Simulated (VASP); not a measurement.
# MgO2 (R-3m) in VASP: notebook

The runs below take MgO2 through single point, with PBEsol.

All numbers are computed with VASP 6.6.1; they aren't measurements. Logs are shortened: lines on timing, memory, paths and dates and some standing lists are left out, and cuts for length are marked.

## (1) The cell of the first run

Symmetry: R-3m, No. 166, trigonal system. The conventional cell has a = 3.049 Å, b = 3.049 Å, c = 9.958 Å, α = 90.00°, β = 90.00°, γ = 120.00°. Within 2.7 Å of Mg (site symmetry -3m) lie 6 O at 2.00 Å. Within 1.9 Å of O (site symmetry 3m) lie 1 O at 1.42 Å.

## (2) Single point, PBEsol (strain -0.050 along x and y, -0.050 along z)

Input file INCAR:

```
PREC = Accurate
ENCUT = 520
EDIFF = 1E-6
ISMEAR = 0
SIGMA = 0.05
LREAL = False
LASPH = True
NELM = 60
ALGO = Normal
ISIF = 2
LWAVE = False
LCHARG = False
GGA = PS
NBANDS = 14
```

Input file KPOINTS:

```
regular mesh
0
Gamma
  12 12 12
```

Input file POSCAR:

```
MgO2
1.0
    1.5245229652      0.8801837444      3.3192799312
   -1.5245229652      0.8801837444      3.3192799312
    0.0000000000     -1.7603674887      3.3192799312
Mg O
1 2
Direct
    0.0000000000      0.0000000000      0.0000000000
    0.4287860000      0.4287860000      0.4287860000
    0.5712140000      0.5712140000      0.5712140000
```

Potentials or basis: VASP PAW PBE potentials, release 64 (Mg, O).

Run with:

```console
> cat potpaw_PBE.64/Mg/POTCAR potpaw_PBE.64/O/POTCAR > POTCAR
> mpirun -np 1 vasp_std > vasp.out
```

OUTCAR:

```text
PREC = Accurate
   ENCUT = 520
   EDIFF = 1E-6
   ISMEAR = 0
   LREAL = False
   LASPH = True
   NELM = 60
   ISIF = 2
   GGA = PS

 ion  position               nearest neighbor table
   1  0.000  0.000  0.000-   3 2.00   3 2.00   2 2.00   2 2.00   3 2.00   2 2.00
   2  0.429  0.429  0.429-   3 1.42   1 2.00   1 2.00   1 2.00
   3  0.571  0.571  0.571-   2 1.42   1 2.00   1 2.00   1 2.00

  LATTYP: Found a trigonal (rhomboedric) cell.
 ALAT       =     3.7571948255
 COS(alpha) =     0.6707160928

  Lattice vectors:

 A1 = (   1.5245229652,   0.8801837444,   3.3192799312)
 A2 = (  -1.5245229652,   0.8801837444,   3.3192799312)
 A3 = (   0.0000000000,  -1.7603674887,   3.3192799312)

Analysis of symmetry for initial positions (statically):
=====================================================================
 Subroutine PRICEL returns:
 Original cell was already a primitive cell.

 Routine SETGRP: Setting up the symmetry group for a
 trigonal (rhombohedral) supercell.

 Subroutine GETGRP returns: Found 12 space group operations
 (whereof 12 operations were pure point group operations)
 out of a pool of 12 trial point group operations.

The static configuration has the point symmetry D_3d.

Analysis of symmetry for dynamics (positions and initial velocities):
=====================================================================
 Subroutine PRICEL returns:
 Original cell was already a primitive cell.

 Routine SETGRP: Setting up the symmetry group for a
 trigonal (rhombohedral) supercell.

 Subroutine GETGRP returns: Found 12 space group operations
 (whereof 12 operations were pure point group operations)
 out of a pool of 12 trial point group operations.

The dynamic configuration has the point symmetry D_3d.

 Subroutine INISYM returns: Found 12 space group operations
 (whereof 12 operations are pure point group operations),
 and found     1 'primitive' translations

----------------------------------------------------------------------------------------

                                     Primitive cell

  volume of cell :      26.7241

  direct lattice vectors                    reciprocal lattice vectors
     1.524522965  0.880183744  3.319279931     0.327971445  0.189354402  0.100423387
    -1.524522965  0.880183744  3.319279931    -0.327971445  0.189354402  0.100423387
     0.000000000 -1.760367489  3.319279931     0.000000000 -0.378708804  0.100423387

  length of vectors
     3.757194826  3.757194826  3.757194826     0.391797416  0.391797416  0.391797416

[... 89 lines left out ...]
   ISYM   =      2    0-nonsym 1-usesym 2-fastsym
   POTIM  = 0.5000    time-step for ionic-motion
   TEBEG  =    0.0;   TEEND  =   0.0 temperature during run
   PSTRESS=    0.0 pullay stress
   NELECT =      14.0000    total number of electrons
   NUPDOWN=      -1.0000    fix difference up-down
   EMIN   =  10.00;   EMAX   =-10.00  energy-range for DOS
   EFERMI =   0.00;   METHOD = LEGACY
   ISMEAR =     0;   SIGMA  =   0.05  broadening in eV -4-tet -1-fermi 0-gaus
   EFERMI_NEDOS =   21; number of points for ismear=-14 and -15
   IALGO  =     38    algorithm
   IMIX   =      4    mixing-type and parameters
     AMIX     =   0.40;   BMIX     =  1.00
     AMIX_MAG =   1.60;   BMIX_MAG =  1.00
  volume/ion in A,a.u.               =       8.91        60.11
  Fermi-wavevector in a.u.,A,eV,Ry     =   1.319725  2.493918 23.696905  1.741673
  Thomas-Fermi vector in A             =   2.449602
   LORBIT       =      0    0 simple, 1 ext, 2 COOP (PROOUT), +10 PAW based schemes
   GGA     = PS    functional components
   LHFCALC =     F    Hartree Fock is set to
   AEXX    =    0.0000 exact exchange contribution
   IVDW    =     0    specifies the selected vdW correction
   LEPSILON=     F    determine dielectric tensor
   LRPA    =     F    only Hartree local field effects (RPA)
 non-spin polarized calculation
 Gauss-broadening in eV      SIGMA  =   0.05
  energy-cutoff  :      520.00
  volume of cell :       26.72
 maximum number of plane-waves:       739
   NGX = 13   NGY = 13   NGZ = 13

 number of electron      14.0000000 magnetization

 Free energy of the ion-electron system (eV)
  ---------------------------------------------------
  ext. energy  EPLUGINS =         0.00000000
  ---------------------------------------------------
  free energy    TOTEN  =       -17.02092291 eV

  energy without entropy =      -17.02092291  energy(sigma->0) =      -17.02092291

 E-fermi :   4.3817     XC(G=0): -11.2006

 val. band max:        4.0691326699   @ k =   0.5000   0.5000   0.5000
 cond. band min:       7.2863574625   @ k =   0.5000   0.5000   0.5000
 fundamental gap:      3.2172247927
 Fermi energy:         4.3817210202

 k-point     1 :       0.0000    0.0000    0.0000
  band No.  band energies     occupation
      1     -18.7344      2.00000
      2     -10.4360      2.00000
      3      -4.7995      2.00000
      4       0.0763      2.00000
      5       0.0763      2.00000
      6       3.0083      2.00000
      7       3.0083      2.00000
      8       9.0689      0.00000
      9       9.6490      0.00000
     10      17.4333      0.00000
     11      19.2364      0.00000
     12      19.2453      0.00000
     13      19.2453      0.00000
     14      22.1459      0.00000
[... 377 lines left out ...]
      1     -18.0255      2.00000
      2     -10.9605      2.00000
      3      -3.6378      2.00000
      4      -2.6606      2.00000
      5      -0.8512      2.00000
      6       2.3090      2.00000
      7       2.6661      2.00000
      8       9.0033      0.00000
      9      13.8669      0.00000
     10      15.2163      0.00000
     11      17.8980      0.00000
     12      19.3790      0.00000
     13      19.9186      0.00000
     14      22.5084      0.00000

 [... further k-points ...]
[... 5 lines left out ...]
  --------------------------------------------------------------------------------------
  -------------------------------------------------------------------------------------
  Total        2.6903045      2.6903045      5.1849147      0.0000000      0.0000000      0.0000000
  in kB      161.2907924    161.2907924    310.8492018      0.0000000      0.0000000      0.0000000
  external PRESSURE =     211.1435955 kB  Pullay stress =       0.0000000 kB

 VOLUME and BASIS-vectors are now :
 -----------------------------------------------------------------------------
  energy-cutoff  :      520.00
  volume of cell :       26.72
      direct lattice vectors                 reciprocal lattice vectors
     1.524522965  0.880183744  3.319279931     0.327971445  0.189354402  0.100423387
    -1.524522965  0.880183744  3.319279931    -0.327971445  0.189354402  0.100423387
     0.000000000 -1.760367489  3.319279931     0.000000000 -0.378708804  0.100423387

 POSITION                                       TOTAL-FORCE (eV/Angst)
 -----------------------------------------------------------------------------------
      0.00000      0.00000      0.00000        -0.000000      0.000000      0.000000
      0.00000      0.00000      4.26978         0.000000     -0.000000     -0.781675
      0.00000      0.00000      5.68806         0.000000      0.000000      0.781675
 -----------------------------------------------------------------------------------
    total drift:                               -0.000000     -0.000000      0.000000

  FREE ENERGIE OF THE ION-ELECTRON SYSTEM (eV)
  ---------------------------------------------------
  free  energy   TOTEN  =       -17.0209229093 eV

  energy  without entropy=      -17.0209229093  energy(sigma->0) =      -17.02092291
```

stdout:

```text
POSCAR found type information on POSCAR MgO
 POSCAR found :  2 types and       3 ions
 scaLAPACK will be used
 -----------------------------------------------------------------------------
|                                                                             |
|                                                                             |
|     You enforced a specific xc type in the INCAR file but a different       |
|     I HOPE YOU KNOW WHAT YOU ARE DOING!                                     |
|                                                                             |
 -----------------------------------------------------------------------------

 LDA part: xc-table for (Slater+PW92), standard interpolation
 POSCAR, INCAR and KPOINTS ok, starting setup
 FFT: planning ... GRIDC
 FFT: planning ... GRID_SOFT
 FFT: planning ... GRID
 WAVECAR not read
 entering main loop
```

Wall time 48 s (1 thread of Intel Xeon 6975P-C (Granite Rapids), shared host); peak memory 0.2 GiB.

Results:

```yaml
Free_energy: -17.0209 eV
Pressure: 21.1 GPa
Largest_force: 0.782 eV/Å
Band_gap_on_the_k_mesh: 3.22 eV, direct
```

Forces in eV/Å, atoms in the order of the input:
```
Mg   0.000  0.000  0.000
O    0.000  0.000 -0.782
O    0.000  0.000  0.782
```

Caveat: the cell differs from its parent crystal (strain -0.050 along x and y, -0.050 along z); the PAW data sets were made with another functional, which shifts forces and pressure a little.

## (3) Single point, PBEsol (strain -0.050 along x and y, -0.025 along z)

Input file INCAR:

```
SYSTEM = MgO2
ALGO = Normal ; EDIFF = 1E-6
ENCUT = 520 ; GGA = PS
ISIF = 2 ; ISMEAR = 0
LASPH = .True. ; LCHARG = .False.
LREAL = .False. ; LWAVE = .False.
NBANDS = 14 ; NELM = 60
PREC = Accurate ; SIGMA = 0.05
```

Input file KPOINTS:

```
k-points
0
Gamma
  12 12 12
  0 0 0
```

Input file POSCAR:

```
MgO2
1.0
    1.5245229652      0.8801837444      3.4066294030
   -1.5245229652      0.8801837444      3.4066294030
    0.0000000000     -1.7603674887      3.4066294030
Mg O
1 2
Direct
    0.0000000000      0.0000000000      0.0000000000
    0.4287860000      0.4287860000      0.4287860000
    0.5712140000      0.5712140000      0.5712140000
```

Potentials or basis: VASP PAW PBE potentials, release 64 (Mg, O).

Run with:

```console
> cat potpaw_PBE.64/Mg/POTCAR potpaw_PBE.64/O/POTCAR > POTCAR
> mpirun -np 1 vasp_std > vasp.out
```

Wall time 74 s (1 thread of Intel Xeon 6975P-C (Granite Rapids), shared host); peak memory 0.21 GiB.

It converged, with:

| Item | Value |
| --- | --- |
| Free energy | -17.1164 eV |
| Pressure | 13.6 GPa |
| Largest force | 0.160 eV/Å |
| Band gap on the k mesh | 2.59 eV, direct |

Forces on the atoms (eV/Å):
```
Mg   0.000  0.000  0.000
O    0.000  0.000  0.160
O    0.000  0.000 -0.160
```

Stress tensor (GPa, compression positive):
```
14.30  0.00  0.00
 0.00 14.30  0.00
 0.00  0.00 12.26
```

Levels at points of the mesh, in eV from the valence-band top:
| k point | band 5 | band 6 | band 7 | band 8 | band 9 | band 10 |
| --- | --- | --- | --- | --- | --- | --- |
| (0.00, 0.00, 0.00) | -3.60 | -0.96 | -0.96 | 5.14 | 5.21 | 12.91 |
| (0.50, 0.00, 0.00) | -4.06 | -1.43 | -1.42 | 4.41 | 9.15 | 11.53 |
| (0.50, 0.50, 0.00) | -4.75 | -2.49 | -0.24 | 3.79 | 8.12 | 12.01 |
| (0.50, 0.50, 0.50) | -4.21 | 0.00 | 0.00 | 2.59 | 5.22 | 10.55 |

Caveat: the cell differs from its parent crystal (strain -0.050 along x and y, -0.025 along z); the PAW data sets were made with another functional, which shifts forces and pressure a little. A k mesh can miss the band edges.

(Part 1 of 2 ends here.)
